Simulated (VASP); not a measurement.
Here is a VASP 6.6.1 calculation.

File POSCAR:

```
Ga
1.0
    0.0000000000      2.8744485395      2.8744485395
    2.8744485395      0.0000000000      2.8744485395
    2.8744485395      2.8744485395      0.0000000000
Ga
2
Direct
   -0.2600000000     -0.0800000000     -0.0800000000
    0.2600000000      0.0800000000      0.0800000000
```

The input INCAR.step1:

```
PREC = Accurate
ENCUT = 520
ISMEAR = -1
SIGMA = 0.05
LREAL = F
LASPH = T
NELM = 80
NBANDS = 20
GGA = PE
ALGO = Normal
EDIFF = 1E-4
LWAVE = T
LCHARG = F
```

The input INCAR.step2:

```
PREC = Accurate
ENCUT = 520
EDIFF = 1E-8
ISMEAR = -1
SIGMA = 0.05
LREAL = F
LASPH = T
NELM = 80
ALGO = Normal
ISIF = 2
LWAVE = F
LCHARG = F
METAGGA = R2SCAN
LMIXTAU = T
LEFG = T
NBANDS = 20
ISTART = 1
```

File KPOINTS:

```
regular mesh
0
Gamma
  9 9 9
```

Potentials or basis: VASP PAW PBE potentials, release 64 (Ga_d).

Run with:

```console
$ cat potpaw_PBE.64/Ga_d/POTCAR > POTCAR
$ cp INCAR.step1 INCAR
$ mpirun -np 1 vasp_std > vasp.out
$ cp INCAR.step2 INCAR
$ mpirun -np 1 vasp_std > vasp.out
```

(1) Estimate the largest force.

(2) Estimate the band gap on the k mesh.

Answers

(1) 33.937 eV/Å.

(2) zero (band 13 reaches 5.68 eV, above the bottom of band 14 at 1.75 eV).

Caveat: the cell differs from its parent crystal (shortest bond scaled by 0.64); without QUAD_EFG the Cq values of the log hold for a quadrupole moment of 1 mb, not for the nuclei; the PAW data sets were made with another functional, which shifts forces and pressure a little.
